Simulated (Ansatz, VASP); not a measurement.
# Two plane-wave programs on HgTe

INCAR

```
SYSTEM = HgTe
  PREC = Accurate
  ENCUT = 500
  EDIFF = 1E-6
  ISMEAR = 0
  SIGMA = 0.01
  LREAL = .False.
  LASPH = .True.
  NELM = 120
  ALGO = Normal
  ISIF = 2
  LWAVE = .False.
  LCHARG = .False.
  GGA = PE
  NBANDS = 16
  GGA_COMPAT = .False.
```

File KPOINTS:

```
regular mesh
0
Gamma
  3 3 3
  0 0 0
```

Contents of POSCAR:

```
HgTe
1.0
    0.0147400000      3.2111200000      3.1275700000
    3.2112800000     -0.0273100000      3.1696200000
    3.2224200000      3.2643200000     -0.0384600000
Hg Te
1 1
Direct
    0.0015000000      0.9970100000      0.0008700000
    0.2504823231      0.2616094826      0.2372353662
```

Input for Ansatz:

```yaml
crystal:
  lattice:
    - [0.01474, 3.21112, 3.12757]
    - [3.21128, -0.02731, 3.16962]
    - [3.22242, 3.26432, -0.03846]
  atoms:
    - { symbol: Hg, position: [0.0015, 0.99701, 0.00087] }
    - { symbol: Te, position: [0.25048232308228635, 0.2616094826131127, 0.23723536616329674] }
basis:
  ecutwfc: 540.0
  xc_grid: 2
kpoints:
  mp_grid:
    grid: [3, 3, 3]
hamiltonian:
  xc: pbe
scf:
  convergence:
    dr2_threshold: 1.0e-09
  occupations:
    method: fixed
  eigensolver:
    kind: davidson
output:
  forces: true
  stress: true
```

Alike in both runs: task single point; functional PBE; k mesh 3 × 3 × 3; no spin polarisation.

```csv
,VASP,Ansatz
version,VASP 6.6.1,Ansatz 0.2.0
potentials or method,"VASP PAW PBE potentials, release 64 (Hg, Te), cutoff 500 eV","plane waves, PAW"
occupations,"gaussian, width 0.01 eV",fixed
valence electrons in the cell,18,36
```

```csv
,VASP,Ansatz,Ansatz less VASP
pressure (GPa),6.5,6.4,-0.12
"traceless stress, the component that is largest in VASP (GPa)",0.95,0.94,-0.015
rms of the force components (eV/Å),0.183,0.178,-0.0045
```

Atom by atom the forces differ by 0.005 eV/Å (rms over components). VASP's potentials hold 18 valence electrons a cell and Ansatz's 36, so a difference there can come from the potentials and not from the codes. Ansatz's warnings: stress scf threshold loose.

The k mesh is coarse, so the values compare programs but aren't converged. Spin-orbit coupling is off throughout.
